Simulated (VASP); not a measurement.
AgCl: elastic constants with LDA

AgCl:

```
Ag Cl
1.0
     0.00000    2.67706    2.67706
     2.67706    0.00000    2.67706
     2.67706    2.67706    0.00000
Ag Cl
1 1
Cartesian
  0.0000 0.0000 0.0000
  2.6771 2.6771 2.6771
```

```
Program                   : VASP 6.6.1
Task                      : elastic constants
Functional                : LDA
Potentials or basis       : VASP PAW LDA potentials, release 64 (Ag, Cl)
Cutoff                    : 600 eV
k mesh                    : 8 × 8 × 8
Occupations               : gaussian, width 0.01 eV
Spin                      : no spin polarisation
Dipole correction         : no
Ions in elastic constants : relaxed
Further INCAR settings    : ALGO = Normal; EDIFF = 1e-08; NBANDS = 16; IBRION = 6; POTIM = 0.015; NSW = 1; ISIF = 3
```

| Property | Result |
| --- | --- |
| Elastic constants C11, C12, C44 | 99, 56, 5 GPa |
| Voigt bulk modulus | 70 GPa |
| Highest phonon frequency at Γ, LO-TO splitting left out | 131 cm⁻¹ |

Phonon frequencies in cm⁻¹ (negative: imaginary):
```tsv
q point	frequencies
(0.000, 0.000, 0.000)	0 0 0 131 131 131
```

Elastic tensor in Voigt notation (GPa, in the Cartesian axes of the cell as first typed):
```
99 56 56  0  0  0
56 99 56  0  0  0
56 56 99  0  0  0
 0  0  0  5  0  0
 0  0  0  0  5  0
 0  0  0  0  0  5
```

Clamped-ion elastic tensor (GPa):
```
99 56 56  0  0  0
56 99 56  0  0  0
56 56 99  0  0  0
 0  0  0  5  0  0
 0  0  0  0  5  0
 0  0  0  0  0  5
```

Wall time 6 min on 1 thread of AMD EPYC 9R45 96-Core Processor (Zen 5) (shared host), peak memory 0.29 GiB.
